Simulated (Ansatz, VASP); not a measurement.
**SnSe in VASP and in Ansatz**

File INCAR:

```
SYSTEM = SnSe
PREC = Accurate ; ENCUT = 520
EDIFF = 1E-6 ; ISMEAR = 0
SIGMA = 0.05 ; LREAL = .False.
LASPH = .True. ; NELM = 100
ALGO = Normal ; ISIF = 2
LWAVE = .False. ; LCHARG = .True.
LELF = .True. ; LVHAR = .True.
NBANDS = 17
```

Contents of KPOINTS:

```
regular mesh
0
Gamma
  8 8 8
  0 0 0
```

File POSCAR:

```
SnSe
1.0
    0.0188125000      3.0100000000      3.0100000000
    3.0288125000      0.0000000000      3.0288125000
    3.0100000000      3.0100000000      0.0188125000
Sn Se
1 1
Direct
    0.0000000000      0.0000000000      0.0000000000
    0.5000000000      0.5000000000      0.5000000000
```

Input for Ansatz:

```yaml
crystal:
  lattice:
    - [0.0188125, 3.01, 3.01]
    - [3.0288125, 0.0, 3.0288125]
    - [3.01, 3.01, 0.0188125]
  atoms:
    - { symbol: Sn, position: [0.0, 0.0, 0.0] }
    - { symbol: Se, position: [0.5, 0.5, 0.5] }
basis:
  ecutwfc: 420
kpoints:
  mp_grid: { grid: [8, 8, 8] }
hamiltonian:
  xc: lda
scf:
  occupations: { method: gaussian, width: 0.05 }
output:
  forces: true
  stress: true
  eigenvalues: true
```

Change from the starting cell: strain +0.0125 x Voigt [0, 0, 0, 0, 1, 0], atoms carried along.

Alike in both runs: task single point; functional LDA; k mesh 8 × 8 × 8; occupations gaussian, width 0.05 eV; no spin polarisation.

```csv
,VASP,Ansatz
version,VASP 6.6.1,Ansatz 0.2.0
potentials or method,"VASP PAW LDA potentials, release 64 (Sn_d, Se), cutoff 520 eV","scalar-relativistic, plane waves, PAW"
valence electrons in the cell,20,30
```

Ansatz gave:

```
gap on the k mesh at the Fermi level (eV)                     : 0.55
least direct gap on the mesh (eV)                             : 0.61
pressure (GPa)                                                : -3.4
traceless stress, the component that is largest in VASP (GPa) : -0.25
```

Q: Estimate VASP's values.

A: gap on the k mesh at the Fermi level (eV): 0.57; least direct gap on the mesh (eV): 0.63; pressure (GPa): -3.3; traceless stress, the component that is largest in VASP (GPa): -0.25.

LDA's correlation is that of Perdew and Zunger in VASP and of Perdew and Wang (1992) in Ansatz. VASP's potentials hold 20 valence electrons a cell and Ansatz's 30, so a difference there can come from the potentials and not from the codes.
